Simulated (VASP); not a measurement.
# CaF in VASP: further runs

The runs below take CaF through single point, with LDA, PBEsol.

All numbers are computed with VASP 6.6.1; they aren't measurements. Logs are shortened: lines on timing, memory, paths and dates and some standing lists are left out, and cuts for length are marked.

### 1 The cell of the first run

The cell holds a sheet with vacuum, 2 atoms: a = 3.725 Å, b = 3.725 Å, c = 25.528 Å, α = 90.00°, β = 90.00°, γ = 120.00°.

### 2 Single point, LDA

File INCAR:

```
ALGO = Normal
EDIFF = 1E-7
ENCUT = 520
ISIF = 2
ISMEAR = -1
LASPH = True
LCHARG = False
LREAL = False
LWAVE = False
NBANDS = 16
NELM = 80
PREC = Accurate
SIGMA = 0.05
```

File KPOINTS:

```
k-points
0
Gamma
  8 8 1
```

File POSCAR:

```
CaF
1.0
    3.7249700000      0.0000000000      0.0000000000
   -1.8624800000      3.2259200000      0.0000000000
    0.0000000000      0.0000000000     25.5276600000
Ca F
1 1
Direct
    0.6666700000      0.3333300000      0.3107600000
    0.0000000000      0.0000000000      0.2768400000
```

Potentials or basis: VASP PAW LDA potentials, release 64 (Ca_sv, F).

Command:

```console
$ cat potpaw_LDA.64/Ca_sv/POTCAR potpaw_LDA.64/F/POTCAR > POTCAR
$ mpirun -np 1 vasp_std > vasp.out
```

OUTCAR:

```text
EDIFF = 1E-7
   ENCUT = 520
   ISIF = 2
   ISMEAR = -1
   LASPH = True
   LREAL = False
   NELM = 80
   PREC = Accurate

 ion  position               nearest neighbor table
   1  0.667  0.333  0.311-   2 2.32   2 2.32   2 2.32
   2  0.000  0.000  0.277-   1 2.32   1 2.32   1 2.32

  LATTYP: Found a hexagonal cell.
 ALAT       =     3.7249700000
 C/A-ratio  =     6.8531182801

  Lattice vectors:

 A1 = (   3.7249700000,   0.0000000000,   0.0000000000)
 A2 = (  -1.8624800000,   3.2259200000,   0.0000000000)
 A3 = (   0.0000000000,   0.0000000000,  25.5276600000)

Analysis of symmetry for initial positions (statically):
=====================================================================
 Subroutine PRICEL returns:
 Original cell was already a primitive cell.

 Routine SETGRP: Setting up the symmetry group for a
 hexagonal supercell.

 Subroutine GETGRP returns: Found  2 space group operations
 (whereof  2 operations were pure point group operations)
 out of a pool of 24 trial point group operations.

The static configuration has the point symmetry C_1h.

Analysis of symmetry for dynamics (positions and initial velocities):
=====================================================================
 Subroutine PRICEL returns:
 Original cell was already a primitive cell.

 Routine SETGRP: Setting up the symmetry group for a
 hexagonal supercell.

 Subroutine GETGRP returns: Found  2 space group operations
 (whereof  2 operations were pure point group operations)
 out of a pool of 24 trial point group operations.

The dynamic configuration has the point symmetry C_1h.

 Subroutine INISYM returns: Found  2 space group operations
 (whereof  2 operations are pure point group operations),
 and found     1 'primitive' translations

----------------------------------------------------------------------------------------

                                     Primitive cell

  volume of cell :     306.7520

  direct lattice vectors                    reciprocal lattice vectors
     3.724970000  0.000000000  0.000000000     0.268458538  0.154994128  0.000000000
    -1.862480000  3.225920000  0.000000000     0.000000000  0.309989088  0.000000000
     0.000000000  0.000000000 25.527660000     0.000000000  0.000000000  0.039173195

  length of vectors
     3.724970000  3.724968671 25.527660000     0.309988978  0.309989088  0.039173195

  position of ions in fractional coordinates (direct lattice)
     0.666670000  0.333330000  0.310760000
     0.000000000  0.000000000  0.276840000

  ion indices of the primitive-cell ions
   primitive index   ion index
                 1           1
                 2           2

----------------------------------------------------------------------------------------

 KPOINTS: k-points

Automatic generation of k-mesh.
 Grid dimensions read from file:
 generate k-points for:    8    8    1

 Generating k-lattice:

  Cartesian coordinates                     Fractional coordinates (reciprocal lattice)
     0.033557317  0.019374266  0.000000000     0.125000000  0.000000000  0.000000000
     0.000000000  0.038748636  0.000000000     0.000000000  0.125000000  0.000000000
     0.000000000  0.000000000  0.039173195     0.000000000  0.000000000  1.000000000

  Length of vectors
     0.038748622  0.038748636  0.039173195

  Shift w.r.t. Gamma in fractional coordinates (k-lattice)
     0.000000000  0.000000000  0.000000000

 Subroutine IBZKPT returns following result:
 ===========================================

 Found     21 irreducible k-points:

 Following reciprocal coordinates:
            Coordinates               Weight
  0.000000  0.000000  0.000000      1.000000
  0.125000  0.000000  0.000000      4.000000
 -0.125000  0.125000  0.000000      2.000000
  0.250000  0.000000  0.000000      4.000000
 -0.250000  0.250000  0.000000      2.000000
  0.375000  0.000000  0.000000      4.000000
[... 13 lines left out ...]
  0.375000  0.250000  0.000000      4.000000
  0.375000  0.375000  0.000000      2.000000
   k-points           NKPTS =     21   k-points in BZ     NKDIM =     21   number of bands    NBANDS=     16
   number of dos      NEDOS =    301   number of ions     NIONS =      2
   total plane-waves  NPLWV = 150528
   dimension x,y,z NGX =    28 NGY =   28 NGZ =  192
   dimension x,y,z NGXF=    56 NGYF=   56 NGZF=  384
   ions per type =               1   1
   NGX,Y,Z   is equivalent  to a cutoff of  12.50, 12.50, 12.50 a.u.
   NGXF,Y,Z  is equivalent  to a cutoff of  24.99, 24.99, 25.01 a.u.
 SYSTEM =  unknown system
   PREC   = accura    normal or accurate (medium, high low for compatibility)
   ISTART =      0    job   : 0-new  1-cont  2-samecut
   ICHARG =      2    charge: 1-file 2-atom 10-const
   ISPIN  =      1    spin polarized calculation?
   LNONCOLLINEAR =      F non collinear calculations
   LSORBIT =      F    spin-orbit coupling
   LASPH  =      T    aspherical Exc in radial PAW
   ENCUT  =  520.0 eV  38.22 Ry    6.18 a.u.   6.93  6.93 47.46*2*pi/ulx,y,z
   NELM   =     80;   NELMIN=  2; NELMDL= -5     # of ELM steps
   EDIFF  = 0.1E-06   stopping-criterion for ELM
   LREAL  =      F    real-space projection
   EDIFFG = 0.1E-05   stopping-criterion for IOM
   NSW    =      0    number of steps for IOM
   IBRION =     -1    ionic relax: 0-MD 1-quasi-New 2-CG
   NFREE  =      0    steps in history (QN), initial steepest desc. (CG)
   ISIF   =      2    stress and relaxation
   ISYM   =      2    0-nonsym 1-usesym 2-fastsym
   POTIM  = 0.5000    time-step for ionic-motion
   TEBEG  =    0.0;   TEEND  =   0.0 temperature during run
   PSTRESS=    0.0 pullay stress
   NELECT =      17.0000    total number of electrons
   NUPDOWN=      -1.0000    fix difference up-down
   EMIN   =  10.00;   EMAX   =-10.00  energy-range for DOS
   EFERMI =   0.00;   METHOD = LEGACY
   ISMEAR =    -1;   SIGMA  =   0.05  broadening in eV -4-tet -1-fermi 0-gaus
   EFERMI_NEDOS =   21; number of points for ismear=-14 and -15
   IALGO  =     38    algorithm
   IMIX   =      4    mixing-type and parameters
     AMIX     =   0.40;   BMIX     =  1.00
     AMIX_MAG =   1.60;   BMIX_MAG =  1.00
  volume/ion in A,a.u.               =     153.38      1035.03
  Fermi-wavevector in a.u.,A,eV,Ry     =   0.624159  1.179490  5.300485  0.389575
  Thomas-Fermi vector in A             =   1.684619
   LORBIT       =      0    0 simple, 1 ext, 2 COOP (PROOUT), +10 PAW based schemes
   GGA     = CA    functional components
   LHFCALC =     F    Hartree Fock is set to
   AEXX    =    0.0000 exact exchange contribution
   IVDW    =     0    specifies the selected vdW correction
   LEPSILON=     F    determine dielectric tensor
   LRPA    =     F    only Hartree local field effects (RPA)
 non-spin polarized calculation
  energy-cutoff  :      520.00
  volume of cell :      306.75
 maximum number of plane-waves:      8291
   NGX = 13   NGY = 13   NGZ = 95

 number of electron      17.0000005 magnetization

 Free energy of the ion-electron system (eV)
  ---------------------------------------------------
  ext. energy  EPLUGINS =         0.00000000
  ---------------------------------------------------
  free energy    TOTEN  =        -9.39182058 eV

  energy without entropy =       -9.38312198  energy(sigma->0) =       -9.38747128

 E-fermi :  -2.3208     XC(G=0):  -1.8351

 val. band max:       -2.4892323194   @ k =   0.2500   0.1250   0.0000
 cond. band min:      -2.2560253212   @ k =  -0.3750   0.3750   0.0000
 fundamental gap:      0.2332069982
 Fermi energy:        -2.3208168676

 k-point     1 :       0.0000    0.0000    0.0000
  band No.  band energies     occupation
      1     -44.7078      2.00000
      2     -27.7755      2.00000
      3     -25.8966      2.00000
      4     -25.8966      2.00000
      5     -25.8035      2.00000
      6      -9.7968      2.00000
[... 8 lines left out ...]
     15       1.0421      0.00000
     16       1.0421      0.00000

 k-point     2 :       0.1250    0.0000    0.0000
  band No.  band energies     occupation
      1     -44.7039      2.00000
      2     -27.8203      2.00000
      3     -25.9659      2.00000
      4     -25.9049      2.00000
      5     -25.7045      2.00000
      6      -9.8479      2.00000
[... 8 lines left out ...]
     15       1.0509      0.00000
     16       1.1154      0.00000

 k-point     3 :      -0.1250    0.1250    0.0000
  band No.  band energies     occupation
      1     -44.7039      2.00000
      2     -27.8203      2.00000
      3     -25.9659      2.00000
      4     -25.9049      2.00000
      5     -25.7045      2.00000
      6      -9.8479      2.00000
[... 8 lines left out ...]
     15       1.0509      0.00000
     16       1.1154      0.00000

 k-point     4 :       0.2500    0.0000    0.0000
  band No.  band energies     occupation
      1     -44.6946      2.00000
      2     -27.9255      2.00000
      3     -26.0115      2.00000
      4     -25.9249      2.00000
      5     -25.5908      2.00000
      6      -9.9426      2.00000
[... 8 lines left out ...]
     15       1.2566      0.00000
     16       1.5834      0.00000
[... 267 lines left out ...]
 k-point    19 :      -0.2500    0.5000    0.0000
  band No.  band energies     occupation
      1     -44.6813      2.00000
      2     -28.0594      2.00000
      3     -26.0134      2.00000
      4     -26.0042      2.00000
      5     -25.4584      2.00000
      6      -9.9181      2.00000
[... 8 lines left out ...]
     15       1.9620      0.00000
     16       3.3723      0.00000

 k-point    20 :       0.3750    0.2500    0.0000
  band No.  band energies     occupation
      1     -44.6786      2.00000
      2     -28.0844      2.00000
      3     -26.0339      2.00000
      4     -26.0032      2.00000
      5     -25.4313      2.00000
      6      -9.8888      2.00000
[... 8 lines left out ...]
     15       2.7457      0.00000
     16       3.3083      0.00000

 k-point    21 :       0.3750    0.3750    0.0000
  band No.  band energies     occupation
      1     -44.6786      2.00000
      2     -28.0844      2.00000
      3     -26.0339      2.00000
      4     -26.0032      2.00000
      5     -25.4312      2.00000
      6      -9.8888      2.00000
[... 8 lines left out ...]
     15       2.7457      0.00000
     16       3.3084      0.00000

------------------------ aborting loop because EDIFF is reached ----------------------------------------

  FORCE on cell =-STRESS in cart. coord.  units (eV):
  Direction    XX          YY          ZZ          XY          YZ          ZX
  --------------------------------------------------------------------------------------
  -------------------------------------------------------------------------------------
  Total       -1.1768766     -1.1769068     -0.3748846     -0.0000271      0.0000084     -0.0000145
  in kB       -6.1468714     -6.1470291     -1.9580365     -0.0001417      0.0000437     -0.0000756
  external PRESSURE =      -4.7506457 kB  Pullay stress =       0.0000000 kB

 VOLUME and BASIS-vectors are now :
 -----------------------------------------------------------------------------
  energy-cutoff  :      520.00
  volume of cell :      306.75
      direct lattice vectors                 reciprocal lattice vectors
     3.724970000  0.000000000  0.000000000     0.268458538  0.154994128  0.000000000
    -1.862480000  3.225920000  0.000000000     0.000000000  0.309989088  0.000000000
     0.000000000  0.000000000 25.527660000     0.000000000  0.000000000  0.039173195

 POSITION                                       TOTAL-FORCE (eV/Angst)
 -----------------------------------------------------------------------------------
      1.86251      1.07530      7.93298        -0.000017      0.000010     -0.375664
      0.00000      0.00000      7.06708         0.000017     -0.000010      0.375664
 -----------------------------------------------------------------------------------
    total drift:                                0.000013      0.000022      0.000910

  FREE ENERGIE OF THE ION-ELECTRON SYSTEM (eV)
  ---------------------------------------------------
  free  energy   TOTEN  =        -9.3918205843 eV

  energy  without entropy=       -9.3831219833  energy(sigma->0) =       -9.38747128
```

Run time: 4.9 min. Hardware: 1 thread of Intel Xeon 8259CL, shared host; peak memory 0.36 GiB.

Results:

| Quantity | Value |
| --- | --- |
| Free energy | -9.3918 eV |
| Largest force | 0.376 eV/Å |
| Band gap on the k mesh | zero (an odd number of electrons rules out a gap without spin polarisation) |

Forces in eV/Å, atoms in the order of the input:
```
Ca   0.000  0.000 -0.376
F    0.000  0.000  0.376
```

Caveat: an odd number of electrons without spin polarisation forces a metal; a magnetic or distorted state may lie lower.

### 3 Single point, PBEsol

File INCAR:

```
SYSTEM = CaF
ALGO = Normal
EDIFF = 1E-7
ENCUT = 520
GGA = PS
ISIF = 2
ISMEAR = -1
LASPH = .TRUE.
LCHARG = .FALSE.
LREAL = .FALSE.
LWAVE = .FALSE.
NBANDS = 16
NELM = 60
PREC = Accurate
SIGMA = 0.05
```

File KPOINTS:

```
k-points
0
G
  8 8 1
  0 0 0
```

POSCAR is that of step 2.

Potentials or basis: VASP PAW PBE potentials, release 64 (Ca_sv, F).

Command:

```console
$ cat potpaw_PBE.64/Ca_sv/POTCAR potpaw_PBE.64/F/POTCAR > POTCAR
$ mpirun -np 1 vasp_std > vasp.out
```

OUTCAR:

```text
SYSTEM = CaF
   EDIFF = 1E-7
   ENCUT = 520
   GGA = PS
   ISIF = 2
   ISMEAR = -1
   LASPH = .TRUE.
   LREAL = .FALSE.
   NELM = 60
   PREC = Accurate

 ion  position               nearest neighbor table
   1  0.667  0.333  0.311-   2 2.32   2 2.32   2 2.32
   2  0.000  0.000  0.277-   1 2.32   1 2.32   1 2.32

  LATTYP: Found a hexagonal cell.
 ALAT       =     3.7249700000
 C/A-ratio  =     6.8531182801

  Lattice vectors:

 A1 = (   3.7249700000,   0.0000000000,   0.0000000000)
 A2 = (  -1.8624800000,   3.2259200000,   0.0000000000)
 A3 = (   0.0000000000,   0.0000000000,  25.5276600000)

Analysis of symmetry for initial positions (statically):
=====================================================================
 Subroutine PRICEL returns:
 Original cell was already a primitive cell.

 Routine SETGRP: Setting up the symmetry group for a
 hexagonal supercell.

 Subroutine GETGRP returns: Found  2 space group operations
 (whereof  2 operations were pure point group operations)
 out of a pool of 24 trial point group operations.

The static configuration has the point symmetry C_1h.

Analysis of symmetry for dynamics (positions and initial velocities):
=====================================================================
 Subroutine PRICEL returns:
 Original cell was already a primitive cell.

 Routine SETGRP: Setting up the symmetry group for a
 hexagonal supercell.

 Subroutine GETGRP returns: Found  2 space group operations
 (whereof  2 operations were pure point group operations)
 out of a pool of 24 trial point group operations.

The dynamic configuration has the point symmetry C_1h.

 Subroutine INISYM returns: Found  2 space group operations
 (whereof  2 operations are pure point group operations),
 and found     1 'primitive' translations

----------------------------------------------------------------------------------------

                                     Primitive cell
[... 104 lines left out ...]
   IALGO  =     38    algorithm
   IMIX   =      4    mixing-type and parameters
     AMIX     =   0.40;   BMIX     =  1.00
     AMIX_MAG =   1.60;   BMIX_MAG =  1.00
  volume/ion in A,a.u.               =     153.38      1035.03
  Fermi-wavevector in a.u.,A,eV,Ry     =   0.624159  1.179490  5.300485  0.389575
  Thomas-Fermi vector in A             =   1.684619
   LORBIT       =      0    0 simple, 1 ext, 2 COOP (PROOUT), +10 PAW based schemes
   GGA     = PS    functional components
   LHFCALC =     F    Hartree Fock is set to
   AEXX    =    0.0000 exact exchange contribution
   IVDW    =     0    specifies the selected vdW correction
   LEPSILON=     F    determine dielectric tensor
   LRPA    =     F    only Hartree local field effects (RPA)
 non-spin polarized calculation
  energy-cutoff  :      520.00
  volume of cell :      306.75
 maximum number of plane-waves:      8291
   NGX = 13   NGY = 13   NGZ = 95

 number of electron      17.0000005 magnetization

 Free energy of the ion-electron system (eV)
  ---------------------------------------------------
  ext. energy  EPLUGINS =         0.00000000
  ---------------------------------------------------
  free energy    TOTEN  =        -8.93976726 eV

  energy without entropy =       -8.93137587  energy(sigma->0) =       -8.93557156

 E-fermi :  -2.1252     XC(G=0):  -1.7652

 val. band max:       -2.2965315849   @ k =   0.2500   0.1250   0.0000
 cond. band min:      -2.0605060848   @ k =  -0.3750   0.3750   0.0000
 fundamental gap:      0.2360255001
 Fermi energy:        -2.1252437894

 k-point     1 :       0.0000    0.0000    0.0000
  band No.  band energies     occupation
      1     -44.8338      2.00000
      2     -27.8497      2.00000
      3     -25.8051      2.00000
      4     -25.8051      2.00000
      5     -25.7398      2.00000
      6      -9.5751      2.00000
[... 376 lines left out ...]
      3     -25.9383      2.00000
      4     -25.9159      2.00000
      5     -25.3899      2.00000
      6      -9.6672      2.00000
[... 8 lines left out ...]
     15       2.9682      0.00000
     16       3.5425      0.00000

------------------------ aborting loop because EDIFF is reached ----------------------------------------

  FORCE on cell =-STRESS in cart. coord.  units (eV):
  Direction    XX          YY          ZZ          XY          YZ          ZX
  --------------------------------------------------------------------------------------
  -------------------------------------------------------------------------------------
  Total       -0.5260265     -0.5260789     -0.1662791     -0.0000459      0.0000121     -0.0000209
  in kB       -2.7474564     -2.7477304     -0.8684820     -0.0002395      0.0000631     -0.0001092
  external PRESSURE =      -2.1212229 kB  Pullay stress =       0.0000000 kB

 VOLUME and BASIS-vectors are now :
 -----------------------------------------------------------------------------
  energy-cutoff  :      520.00
  volume of cell :      306.75
      direct lattice vectors                 reciprocal lattice vectors
     3.724970000  0.000000000  0.000000000     0.268458538  0.154994128  0.000000000
    -1.862480000  3.225920000  0.000000000     0.000000000  0.309989088  0.000000000
     0.000000000  0.000000000 25.527660000     0.000000000  0.000000000  0.039173195

 POSITION                                       TOTAL-FORCE (eV/Angst)
 -----------------------------------------------------------------------------------
      1.86251      1.07530      7.93298        -0.000024      0.000014     -0.124964
      0.00000      0.00000      7.06708         0.000024     -0.000014      0.124964
 -----------------------------------------------------------------------------------
    total drift:                                0.000013      0.000022      0.001440

  FREE ENERGIE OF THE ION-ELECTRON SYSTEM (eV)
  ---------------------------------------------------
  free  energy   TOTEN  =        -8.9397672570 eV

  energy  without entropy=       -8.9313758687  energy(sigma->0) =       -8.93557156
```

stdout:

```text
POSCAR found type information on POSCAR CaF
 POSCAR found :  2 types and       2 ions
 scaLAPACK will be used
 -----------------------------------------------------------------------------
|                                                                             |
|                                                                             |
|     You enforced a specific xc type in the INCAR file but a different       |
|     I HOPE YOU KNOW WHAT YOU ARE DOING!                                     |
|                                                                             |
 -----------------------------------------------------------------------------

 LDA part: xc-table for (Slater+PW92), standard interpolation
 POSCAR, INCAR and KPOINTS ok, starting setup
 FFT: planning ... GRIDC
 FFT: planning ... GRID_SOFT
 FFT: planning ... GRID
 WAVECAR not read
 entering main loop
```

Run time: 5.8 min. Hardware: 1 thread of Intel Xeon 8259CL, shared host; peak memory 0.41 GiB.

What came out:

- Free energy: -8.9398 eV
- Largest force: 0.125 eV/Å
- Band gap on the k mesh: zero (an odd number of electrons rules out a gap without spin polarisation)

Forces in eV/Å, atoms in the order of the input:
```
Ca   0.000  0.000 -0.125
F    0.000  0.000  0.125
```

Caveat: the PAW data sets were made with another functional, which shifts forces and pressure a little; an odd number of electrons without spin polarisation forces a metal; a magnetic or distorted state may lie lower.

The gap in the log of VASP goes by the Fermi energy; the results here count the filled bands.